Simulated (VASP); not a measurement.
Write the native input for VASP 6.6.1 that does the following.

```
Task                   : single point
Functional             : r2SCAN
Potentials or basis    : VASP PAW PBE potentials, release 64 (Ge_d)
Cutoff                 : 520 eV
k mesh                 : 9 × 9 × 13
Occupations            : fermi-dirac, width 0.1 eV
Spin                   : no spin polarisation
Dipole correction      : no
Further INCAR settings : ALGO = Normal; EDIFF = 1e-07; NBANDS = 28
```

Crystal: Ge.

```
CELL_PARAMETERS angstrom
4.67439 0.00000 0.00000
-2.33719 4.04814 0.00000
0.00000 0.00000 2.62229
ATOMIC_POSITIONS crystal
Ge 0.00000 0.00000 0.00000
Ge 0.33333 0.66667 0.50000
Ge 0.66667 0.33333 0.50000
```

This isn't the form of Ge at room conditions, which is diamond.

One way to write it, as run:

POSCAR

```
Ge
1.0
    4.6743874348      0.0000000000      0.0000000000
   -2.3371937174      4.0481382657      0.0000000000
    0.0000000000      0.0000000000      2.6222879884
Ge
3
Direct
    1.0000000000      0.0000000000      0.0000000000
    0.3333333333      0.6666666667      0.5000000000
    0.6666666667      0.3333333333      0.5000000000
```

INCAR.step1

```
  PREC = Accurate
  ENCUT = 520
  ISMEAR = -1
  SIGMA = 0.1
  LREAL = False
  LASPH = True
  NELM = 60
  NBANDS = 28
  GGA = PE
  ALGO = Normal
  EDIFF = 1E-4
  LWAVE = True
  LCHARG = False
```

INCAR.step2

```
  PREC = Accurate
  ENCUT = 520
  EDIFF = 1E-7
  ISMEAR = -1
  SIGMA = 0.1
  LREAL = False
  LASPH = True
  NELM = 60
  ALGO = Normal
  ISIF = 2
  LWAVE = False
  LCHARG = False
  METAGGA = R2SCAN
  LMIXTAU = True
  NBANDS = 28
  ISTART = 1
```

KPOINTS

```
regular mesh
0
Gamma
  9 9 13
```

Potentials or basis: VASP PAW PBE potentials, release 64 (Ge_d).

Launch:

```bash
$ cat potpaw_PBE.64/Ge_d/POTCAR > POTCAR
$ cp INCAR.step1 INCAR
$ mpirun -np 1 vasp_std > vasp.out
$ cp INCAR.step2 INCAR
$ mpirun -np 1 vasp_std > vasp.out
```

It gave:

| Quantity | Value |
| --- | --- |
| Pressure | 11.8 GPa |
| Band gap on the k mesh | zero (bands 21 and 22 overlap by 6.78 eV) |

Caveat: the cell stands under pressure; the PAW data sets were made with another functional, which shifts forces and pressure a little.

Wall time 4.3 min on 1 thread of AMD EPYC 9R45 96-Core Processor (Zen 5) (shared host), peak memory 0.19 GiB.
